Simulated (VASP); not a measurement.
Write the native input for VASP 6.6.1 that does the following.

| Quantity | Value |
| --- | --- |
| Task | single point |
| Functional | PBEsol |
| Potentials or basis | VASP PAW PBE potentials, release 64 (Cu) |
| Cutoff | 520 eV |
| k mesh | 24 × 24 × 24 |
| Occupations | gaussian, width 0.15 eV |
| Spin | no spin polarisation |
| Dipole correction | no |
| Further INCAR settings | ALGO = Fast; EDIFF = 1e-06; NBANDS = 12 |

The structure of Cu lies in POSCAR:

```
Cu
1.0
   -0.5714741909      1.5715540250      1.5715540250
    1.5715540250     -0.5714741909      1.5715540250
    1.5715540250      1.5715540250     -0.5714741909
Cu
1
Direct
    0.0000000000      0.0000000000      0.0000000000
```

This cell differs from its parent crystal: ratio of the length along [111] to the lengths across it x 0.6, volume and fractional coordinates fixed.

These files were run (other wordings do the same):

INCAR

```
SYSTEM = Cu
ALGO = Fast ; EDIFF = 1E-6
ENCUT = 520 ; GGA = PS
ISIF = 2 ; ISMEAR = 0
LASPH = .True. ; LCHARG = .False.
LREAL = .False. ; LWAVE = .False.
NBANDS = 12 ; NELM = 80
PREC = Accurate ; SIGMA = 0.15
```

KPOINTS

```
k-points
0
Gamma
  24 24 24
  0 0 0
```

Potentials or basis: VASP PAW PBE potentials, release 64 (Cu).

Command:

```sh
$ cat potpaw_PBE.64/Cu/POTCAR > POTCAR
$ mpirun -np 1 vasp_std > vasp.out
```

Results of the run:

```
Pressure               : 14.5 GPa
Band gap on the k mesh : zero (an odd number of electrons rules out a gap without spin polarisation)
```

Caveat: the cell stands under pressure; the PAW data sets were made with another functional, which shifts forces and pressure a little.

It took 83 s on 1 thread of Intel(R) Xeon(R) 6975P-C (Granite Rapids), on a shared host, peak memory 0.28 GiB.
